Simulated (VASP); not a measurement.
A run of VASP 6.6.1 is set up as follows.

File INCAR:

```
PREC = Accurate ; ENCUT = 520
EDIFF = 1E-7 ; ISMEAR = 0
SIGMA = 0.1 ; LREAL = F
LASPH = T ; NELM = 100
ALGO = Normal ; ISIF = 2
LWAVE = F ; LCHARG = F
GGA = PE ; NBANDS = 18
```

The input KPOINTS:

```
regular mesh
0
Gamma
  6 6 6
```

POSCAR

```
HfTa
1.0
    0.0000000000      2.6082596200      2.6082596200
    2.6082596200      0.0000000000      2.6082596200
    2.6082596200      2.6082596200      0.0000000000
Hf Ta
1 1
Direct
    0.0000000000      0.0000000000      0.0000000000
    0.5000000000      0.5000000000      0.5000000000
```

Potentials or basis: VASP PAW PBE potentials, release 64 (Hf_pv, Ta_pv).

The run is started by

```bash
$ cat potpaw_PBE.64/Hf_pv/POTCAR potpaw_PBE.64/Ta_pv/POTCAR > POTCAR
$ mpirun -np 1 vasp_std > vasp.out
```

Question: Estimate the pressure.

Answer: 36.0 GPa.
